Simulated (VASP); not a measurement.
# PrHRh3 (R3m) in VASP: a series of runs

Runs on PrHRh3. Level: PBE. Tasks: single point, relaxation of shape and atoms at fixed volume.

Program: VASP 6.6.1. These are calculated values, not measurements. Logs are shortened: lines on timing, memory, paths and dates and some standing lists are left out, and cuts for length are marked.

## (1) The cell of the first run

The structure is trigonal, space group R3m (No. 160). Conventional cell: a = 5.898 Å, b = 5.898 Å, c = 7.236 Å, α = 90.00°, β = 90.00°, γ = 120.00°. Pr (site symmetry 3m) has 12 Rh at 2.95 to 2.96 Å and 8 H at 3.22 to 4.02 Å and 6 Pr at 4.17 Å within 4.2 Å. H (site symmetry 3m) has 6 Rh at 1.91 to 2.32 Å within 2.5 Å. Rh (site symmetry m) has 2 H at 1.91 to 2.32 Å within 2.5 Å.

The cell was generated, and may not be a known phase.

## (2) Single point, PBE, collinear spin, ferromagnetic start

Contents of INCAR:

```
SYSTEM = PrHRh3
PREC = Accurate
ENCUT = 500
EDIFF = 1E-6
ISMEAR = 0
SIGMA = 0.1
LREAL = .FALSE.
LASPH = .TRUE.
NELM = 200
ALGO = Normal
ISIF = 2
LWAVE = .FALSE.
LCHARG = .FALSE.
ISPIN = 2
MAGMOM = 0 0 1 1 1
LORBIT = 11
LMAXMIX = 6
GGA = PE
NBANDS = 40
GGA_COMPAT = .FALSE.
```

Contents of KPOINTS:

```
regular mesh
0
G
  6 6 6
  0 0 0
```

Contents of POSCAR:

```
PrHRh3
1.0
    2.9492327490      1.7027403216      2.4121311765
   -2.9492327490      1.7027403216      2.4121311765
    0.0000000000     -3.4054806431      2.4121311765
Pr H Rh
1 1 3
Direct
    0.9991048458      0.9991048458      0.9991048458
    0.5540236769      0.5540236769      0.5540236769
    0.4980833605      0.0043705763      0.4980833605
    0.4980833605      0.4980833605      0.0043705763
    0.0043705763      0.4980833605      0.4980833605
```

Potentials or basis: VASP PAW PBE potentials, release 64 (Pr_3, H, Rh_pv), 4f in core.

Launch:

```bash
$ cat potpaw_PBE.64/Pr_3/POTCAR potpaw_PBE.64/H/POTCAR potpaw_PBE.64/Rh_pv/POTCAR > POTCAR
$ mpirun -np 1 vasp_std > vasp.out
```

OUTCAR:

```text
SYSTEM = PrHRh3
   PREC = Accurate
   ENCUT = 500
   EDIFF = 1E-6
   ISMEAR = 0
   LREAL = .FALSE.
   LASPH = .TRUE.
   NELM = 200
   ISIF = 2
   ISPIN = 2
   LORBIT = 11
   GGA = PE

 ion  position               nearest neighbor table
   1  0.999  0.999  0.999-   3 2.95   5 2.95   4 2.95   4 2.95   4 2.95   3 2.95   5 2.95   3 2.95
                             5 2.95   5 2.96   3 2.96   4 2.96
   2  0.554  0.554  0.554-   3 1.91   5 1.91   4 1.91
   3  0.498  0.004  0.498-   2 1.91   5 2.91   4 2.91   1 2.95   1 2.95   1 2.95   4 2.95   4 2.95
                             5 2.95   5 2.95   1 2.96   5 2.99   4 2.99
   4  0.498  0.498  0.004-   2 1.91   3 2.91   5 2.91   1 2.95   1 2.95   1 2.95   3 2.95   5 2.95
                             5 2.95   3 2.95   1 2.96   5 2.99   3 2.99
   5  0.004  0.498  0.498-   2 1.91   3 2.91   4 2.91   1 2.95   1 2.95   1 2.95   4 2.95   4 2.95
                             3 2.95   3 2.95   1 2.96   3 2.99   4 2.99

  LATTYP: Found a trigonal (rhomboedric) cell.
 ALAT       =     4.1732092235
 COS(alpha) =     0.0011327501

  Lattice vectors:

 A1 = (   2.9492327490,   1.7027403216,   2.4121311765)
 A2 = (  -2.9492327490,   1.7027403216,   2.4121311765)
 A3 = (   0.0000000000,  -3.4054806431,   2.4121311765)

Analysis of symmetry for initial positions (statically):
=====================================================================
 Subroutine PRICEL returns:
 Original cell was already a primitive cell.

 Routine SETGRP: Setting up the symmetry group for a
 trigonal (rhombohedral) supercell.

 Subroutine GETGRP returns: Found  6 space group operations
 (whereof  6 operations were pure point group operations)
 out of a pool of 12 trial point group operations.

The static configuration has the point symmetry C_3v.

Analysis of symmetry for dynamics (positions and initial velocities):
=====================================================================
 Subroutine PRICEL returns:
 Original cell was already a primitive cell.

 Routine SETGRP: Setting up the symmetry group for a
 trigonal (rhombohedral) supercell.

 Subroutine GETGRP returns: Found  6 space group operations
 (whereof  6 operations were pure point group operations)
 out of a pool of 12 trial point group operations.

The dynamic configuration has the point symmetry C_3v.

Analysis of structural, dynamic, and magnetic symmetry:
=====================================================================
 Subroutine PRICEL returns:
 Original cell was already a primitive cell.

 Routine SETGRP: Setting up the symmetry group for a
[... 143 lines left out ...]
 spin polarized calculation
 Gauss-broadening in eV      SIGMA  =   0.10
  energy-cutoff  :      500.00
  volume of cell :       72.68
 maximum number of plane-waves:      1856
   NGX = 15   NGY = 15   NGZ = 15

 number of electron      56.9999992 magnetization      -0.0005444

 number of electron      56.9999992 magnetization       0.0006982

 Free energy of the ion-electron system (eV)
  ---------------------------------------------------
  ext. energy  EPLUGINS =         0.00000000
  ---------------------------------------------------
  free energy    TOTEN  =       -31.48938688 eV

  energy without entropy =      -31.45822494  energy(sigma->0) =      -31.47380591

 E-fermi :   8.0859     XC(G=0): -12.5777

 val. band max:        8.0805765467   @ k =   0.5000   0.3333   0.1667
 cond. band min:       8.0869449659   @ k =  -0.3333   0.5000   0.1667
 fundamental gap:      0.0063684192
 Fermi energy:         8.0858740059

 spin component 1

 k-point     1 :       0.0000    0.0000    0.0000
  band No.  band energies     occupation
      1     -37.8265      1.00000
      2     -37.8073      1.00000
      3     -37.8073      1.00000
      4     -37.6238      1.00000
      5     -37.6238      1.00000
      6     -37.6200      1.00000
[... 1021 lines left out ...]
     39      18.5033      0.00000
     40      18.9559      0.00000

 [... further k-points ...]

 spin component 2

 k-point     1 :       0.0000    0.0000    0.0000
  band No.  band energies     occupation
      1     -37.8265      1.00000
      2     -37.8072      1.00000
      3     -37.8072      1.00000
      4     -37.6238      1.00000
      5     -37.6238      1.00000
      6     -37.6200      1.00000
[... 1021 lines left out ...]
     39      18.5035      0.00000
     40      18.9561      0.00000

 [... further k-points ...]

------------------------ aborting loop because EDIFF is reached ----------------------------------------

  FORCE on cell =-STRESS in cart. coord.  units (eV):
  Direction    XX          YY          ZZ          XY          YZ          ZX
  --------------------------------------------------------------------------------------
  -------------------------------------------------------------------------------------
  Total        0.0309790      0.0309790      0.0395356      0.0000000      0.0000000      0.0000000
  in kB        0.6829172      0.6829172      0.8715444      0.0000000      0.0000000      0.0000000
  external PRESSURE =       0.7457930 kB  Pullay stress =       0.0000000 kB

 VOLUME and BASIS-vectors are now :
 -----------------------------------------------------------------------------
  energy-cutoff  :      500.00
  volume of cell :       72.68
      direct lattice vectors                 reciprocal lattice vectors
     2.949232749  1.702740322  2.412131176     0.169535619  0.097881435  0.138190384
    -2.949232749  1.702740322  2.412131176    -0.169535619  0.097881435  0.138190384
     0.000000000 -3.405480643  2.412131176     0.000000000 -0.195762871  0.138190384

 POSITION                                       TOTAL-FORCE (eV/Angst)
 -----------------------------------------------------------------------------------
      0.00000      0.00000      7.22992         0.000000      0.000000      0.025903
      0.00000      0.00000      4.00913         0.000000      0.000000      0.028759
      1.45607     -0.84066      2.41343         0.016446     -0.009495     -0.018221
      0.00000      1.68133      2.41343         0.000000      0.018990     -0.018221
     -1.45607     -0.84066      2.41343        -0.016446     -0.009495     -0.018221
 -----------------------------------------------------------------------------------
    total drift:                                0.000000      0.000002     -0.000030

  FREE ENERGIE OF THE ION-ELECTRON SYSTEM (eV)
  ---------------------------------------------------
  free  energy   TOTEN  =       -31.4893868771 eV

  energy  without entropy=      -31.4582249391  energy(sigma->0) =      -31.47380591

 total charge

# of ion       s       p       d       tot
------------------------------------------
    1        2.130   5.785   1.047   8.962
    2        0.460   0.031   0.000   0.492
    3        0.354   6.176   7.256  13.786
    4        0.354   6.176   7.256  13.786
    5        0.354   6.176   7.256  13.786
--------------------------------------------------
tot          3.653  24.345  22.814  50.812

 magnetization (x)

# of ion       s       p       d       tot
------------------------------------------
    1        0.000   0.000   0.000   0.000
    2       -0.000   0.000   0.000  -0.000
    3        0.000   0.000   0.000   0.000
    4        0.000   0.000   0.000   0.000
    5        0.000   0.000   0.000   0.000
--------------------------------------------------
tot          0.000   0.000   0.000   0.000
```

OSZICAR:

```text
N       E                     dE             d eps       ncg     rms          rms(c)
DAV:   1     0.649069624502E+03    0.64907E+03   -0.32958E+04  5136   0.151E+03
DAV:   2    -0.105371401056E+02   -0.65961E+03   -0.63832E+03  5512   0.471E+02
DAV:   3    -0.325430548927E+02   -0.22006E+02   -0.21546E+02  6344   0.900E+01
DAV:   4    -0.332615704875E+02   -0.71852E+00   -0.71666E+00  7088   0.118E+01
DAV:   5    -0.332692117508E+02   -0.76413E-02   -0.76408E-02  6160   0.122E+00    0.166E+01
DAV:   6    -0.323193934282E+02    0.94982E+00   -0.16034E+01  5864   0.232E+01    0.765E+00
DAV:   7    -0.315227248678E+02    0.79667E+00   -0.29430E+00  5592   0.107E+01    0.397E+00
DAV:   8    -0.314903257301E+02    0.32399E-01   -0.14854E-01  6816   0.194E+00    0.107E+00
DAV:   9    -0.314891336868E+02    0.11920E-02   -0.96323E-03  6448   0.535E-01    0.409E-01
DAV:  10    -0.314892776730E+02   -0.14399E-03   -0.58213E-04  6680   0.137E-01    0.215E-01
DAV:  11    -0.314893784601E+02   -0.10079E-03   -0.45956E-04  5952   0.128E-01    0.450E-02
DAV:  12    -0.314893895069E+02   -0.11047E-04   -0.53358E-05  5952   0.440E-02    0.151E-02
DAV:  13    -0.314893871131E+02    0.23939E-05   -0.12209E-05  5688   0.197E-02    0.606E-03
DAV:  14    -0.314893868771E+02    0.23602E-06   -0.94415E-07  3440   0.555E-03
   1 F= -.31489387E+02 E0= -.31473806E+02  d E =-.311619E-01  mag=     0.0003
```

stdout:

```text
POSCAR found type information on POSCAR PrH Rh
 POSCAR found :  3 types and       5 ions
 scaLAPACK will be used
 LDA part: xc-table for (Slater+PW92), standard interpolation
 POSCAR, INCAR and KPOINTS ok, starting setup
 FFT: planning ... GRIDC
 FFT: planning ... GRID_SOFT
 FFT: planning ... GRID
 WAVECAR not read
 entering main loop
```

Wall time 2.4 min (1 thread of Intel Xeon Platinum 8488C (Sapphire Rapids), shared host); peak memory 0.27 GiB.

Results:

```yaml
Free_energy: -31.4894 eV
Pressure: 0.1 GPa
Largest_force: 0.029 eV/Å
Net_moment: 0.00 μB per cell
Valence_electrons_inside_the_program's_atomic_spheres: Pr 8.96; H 0.49; Rh 13.79
```

Forces in eV/Å, atoms in the order of the input:
```
Pr   0.000  0.000  0.026
H    0.000  0.000  0.029
Rh   0.016 -0.009 -0.018
Rh   0.000  0.019 -0.018
Rh  -0.016 -0.009 -0.018
```

Caveat: the magnetic or orbital state may not be the lowest; the moments typed at the start vanished in this run; spin-orbit coupling is left out, which moves the levels of the heavy elements; the 4f electrons are frozen in the core, so they carry no moment and show no levels. The state reached can hang on the start; a lower one may exist.

## (3) Single point, PBE

This run uses another cell than the first one: it holds 10 atoms, not 5.

Contents of INCAR:

```
  ALGO = Normal
  EDIFF = 1E-6
  ENCUT = 500
  GGA = PE
  GGA_COMPAT = F
  ISIF = 2
  ISMEAR = 0
  LASPH = T
  LCHARG = F
  LMAXMIX = 6
  LREAL = F
  LWAVE = F
  NBANDS = 68
  NELM = 200
  PREC = Accurate
  SIGMA = 0.2
```

Contents of KPOINTS:

```
k-points
0
Gamma
  6 6 4
```

Contents of POSCAR:

```
PrHRh3
1.0
    2.9531482532      1.7050009389      2.4153627048
   -2.9531482532      1.7050009389      2.4153627048
    0.0000000000     -6.8200037557      4.8307254098
Pr H Rh
2 2 6
Direct
    0.9948584604      0.9948584604      0.4974292302
    0.9948584604      0.9948584604      0.9974292302
    0.5696570666      0.5696570666      0.2848285333
    0.5696570666      0.5696570666      0.7848285333
    0.4931433376      0.0028636177      0.2465716688
    0.4931433376      0.0028636177      0.7465716688
    0.4931433376      0.4931433376      0.0014318089
    0.4931433376      0.4931433376      0.5014318089
    0.0028636177      0.4931433376      0.2465716688
    0.0028636177      0.4931433376      0.7465716688
```

Potentials or basis: VASP PAW PBE potentials, release 64 (Pr_3, H, Rh_pv), 4f in core.

Launch:

```bash
$ cat potpaw_PBE.64/Pr_3/POTCAR potpaw_PBE.64/H/POTCAR potpaw_PBE.64/Rh_pv/POTCAR > POTCAR
$ mpirun -np 1 vasp_std > vasp.out
```

Run time: 6.5 min. Hardware: 1 thread of Intel Xeon Platinum 8488C (Sapphire Rapids), shared host; peak memory 0.46 GiB.

It converged, with:

* Free energy: -63.0810 eV
* Pressure: -0.1 GPa
* Largest force: 0.047 eV/Å
* Band gap on the k mesh: zero (bands 57 and 58 overlap by 1.14 eV)

Forces in eV/Å, atoms in the order of the input:
```
Pr   0.000  0.002  0.016
Pr   0.000  0.002  0.016
H    0.000 -0.006 -0.047
H    0.000 -0.006 -0.047
Rh   0.013 -0.011  0.012
Rh   0.013 -0.011  0.012
Rh   0.000  0.026  0.006
Rh   0.000  0.026  0.006
Rh  -0.013 -0.011  0.012
Rh  -0.013 -0.011  0.012
```

Stress tensor (GPa, compression positive):
```
 0.00  0.00  0.00
 0.00  0.09 -0.06
 0.00 -0.06 -0.25
```

Levels at points of the mesh, in eV from the Fermi level:
```
           k point  band 53  band 54  band 55  band 56  band 57  band 58  band 59  band 60  band 61  band 62
(0.00, 0.00, 0.00)    -0.47    -0.27     0.39     0.65     0.65     0.65     0.67     2.35     2.42     2.42
(0.50, 0.00, 0.00)    -0.87    -0.86    -0.80    -0.76    -0.71    -0.48    -0.27     0.66     2.34     2.42
(0.50, 0.50, 0.00)    -1.23    -0.80    -0.71    -0.48     0.38     0.39     0.40     2.53     2.70     2.97
(0.00, 0.00, 0.50)    -0.38    -0.38    -0.03    -0.03     0.66     0.66     0.79     0.79     3.12     3.12
(0.50, 0.00, 0.50)    -0.88    -0.88    -0.63    -0.63    -0.46    -0.46    -0.10    -0.10     2.53     2.53
(0.50, 0.50, 0.50)    -0.53    -0.53    -0.49    -0.49    -0.02    -0.02     1.08     1.08     2.53     2.53
```

Caveat: spin-orbit coupling is left out, which moves the levels of the heavy elements; the 4f electrons are frozen in the core, so they carry no moment and show no levels. Spin polarisation is off, so any magnetic state and its effect on volume and gap are missing.

## (4) Relaxation of shape and atoms at fixed volume, PBE (13.72 Å³/atom)

This run uses another cell than the first one, of 13.72 Å³/atom.

Contents of INCAR:

```
PREC = Accurate
ENCUT = 600
EDIFF = 1E-6
ISMEAR = 0
SIGMA = 0.1
LREAL = False
LASPH = True
NELM = 60
ALGO = Normal
ISIF = 4
LWAVE = False
LCHARG = False
GGA = PE
IBRION = 2
NSW = 50
EDIFFG = -0.01
```

Contents of KPOINTS:

```
Automatic mesh
0
Gamma
  6 6 6
```

Contents of POSCAR:

```
PrHRh3
1.0
    2.8935333767      1.6705822739      2.3649595494
   -2.8935333767      1.6705822739      2.3649595494
    0.0000000000     -3.3411645478      2.3649595494
Pr H Rh
1 1 3
Direct
    1.0007504772      1.0007504772      1.0007504772
    0.5487167263      0.5487167263      0.5487167263
    0.4996593545      0.0048799074      0.4996593545
    0.4996593545      0.4996593545      0.0048799074
    0.0048799074      0.4996593545      0.4996593545
```

Potentials or basis: VASP PAW PBE potentials, release 64 (Pr, H, Rh_pv).

Launch:

```bash
$ cat potpaw_PBE.64/Pr/POTCAR potpaw_PBE.64/H/POTCAR potpaw_PBE.64/Rh_pv/POTCAR > POTCAR
$ mpirun -np 1 vasp_std > vasp.out
```

Wall time 28 min (1 thread of Intel Xeon Platinum 8375C at 2.90GHz (Ice Lake), shared host); peak memory 0.27 GiB.

The run converged. Its results:

```
Free energy               : -32.8315 eV
Energy gained by relaxing : 1.4 meV/atom
Ionic steps               : 15
Pressure after relaxing   : -0.9 GPa
Band gap on the k mesh    : zero (an odd number of electrons rules out a gap without spin polarisation)
```

The path:
```tsv
step	energy change (eV)	largest force (eV/Å)	pressure (GPa)	volume (Å³)
1	0.0000	0.1332	-0.28	68.59
2	-0.0012	0.0851	-0.29	68.59
3	-0.0018	0.0534	-0.30	68.59
4	-0.0019	0.0509	-0.30	68.59
5	-0.0023	0.0519	-0.31	68.59
6	-0.0029	0.0535	-0.33	68.59
7	-0.0023	0.0933	-0.36	68.59
8	-0.0030	0.0536	-0.34	68.59
9	-0.0033	0.0518	-0.35	68.59
10	-0.0039	0.0464	-0.41	68.59
11	-0.0050	0.0345	-0.53	68.59
12	-0.0064	0.0174	-0.73	68.59
13	-0.0071	0.0117	-0.86	68.59
14	-0.0070	0.0113	-0.93	68.59
15	-0.0072	0.0013	-0.93	68.59
```

Final structure:
```cif
data_structure
_symmetry_space_group_name_H-M 'P 1'
_symmetry_Int_Tables_number 1
_cell_length_a 4.0935
_cell_length_b 4.0935
_cell_length_c 4.0935
_cell_angle_alpha 90.003
_cell_angle_beta 90.003
_cell_angle_gamma 90.003
_cell_volume 68.59
loop_
_atom_site_label
_atom_site_type_symbol
_atom_site_fract_x
_atom_site_fract_y
_atom_site_fract_z
_atom_site_occupancy
Pr1 Pr 0.00890 0.00890 0.00890 1
H1 H 0.52034 0.52034 0.52034 1
Rh1 Rh 0.50790 0.00863 0.50790 1
Rh2 Rh 0.50790 0.50790 0.00863 1
Rh3 Rh 0.00863 0.50790 0.50790 1
```

Levels at points of the mesh, in eV from the Fermi level:
```csv
k point,band 27,band 28,band 29,band 30,band 31,band 32
"(0.00, 0.00, 0.00)",-0.05,-0.05,0.01,0.01,0.01,0.04
"(0.50, 0.00, 0.00)",-1.50,-1.17,-0.60,0.21,0.24,0.24
"(0.50, 0.50, 0.00)",-1.69,-1.67,-1.04,-0.68,0.14,0.14
"(0.50, 0.50, 0.50)",0.00,0.00,0.00,0.04,0.05,0.05
```

Caveat: the highest band is partly filled, so the run has too few bands; spin-orbit coupling is left out, which moves the levels of the heavy elements; semilocal functionals describe open f shells poorly, which spoils levels, moments and volumes.

## (5) Summary

| task | potentials or basis | spin | cell | k mesh | cutoff (eV) | smearing | gap on the mesh (eV) | pressure (GPa) | largest force (eV/Å) |
| --- | --- | --- | --- | --- | --- | --- | --- | --- | --- |
| single point | VASP PAW PBE potentials, release 64 (Pr_3, H, Rh_pv), 4f in core | collinear, ferromagnetic start | a = 4.173 Å, angles 89.9°, 5 atoms, atomic positions A | 6 × 6 × 6 | 500 | gaussian 0.1 eV | none | 0.1 | 0.03 |
| single point | VASP PAW PBE potentials, release 64 (Pr_3, H, Rh_pv), 4f in core | off | a = 4.179, b = 4.179, c = 8.358 Å, angles 89.9°, 10 atoms, atomic positions B | 6 × 6 × 4 | 500 | gaussian 0.2 eV | none | -0.1 | 0.05 |
| relaxation of shape and atoms at fixed volume | VASP PAW PBE potentials, release 64 (Pr, H, Rh_pv) | off | relaxed from a = 4.093 Å, 5 atoms, atomic positions C | 6 × 6 × 6 | 600 | gaussian 0.1 eV | none | -0.9 | - |

Alike in all rows: level PBE.

Caveats: spin-orbit coupling is left out, which moves the levels of the heavy elements; the 4f electrons are frozen in the core, so they carry no moment and show no levels (at least some runs); the magnetic or orbital state may not be the lowest (at least some runs); the moments typed at the start vanished in this run (at least some runs); the highest band is partly filled, so the run has too few bands (at least some runs); semilocal functionals describe open f shells poorly, which spoils levels, moments and volumes (at least some runs).

Absolute energies hang on the potentials; compare differences alone.
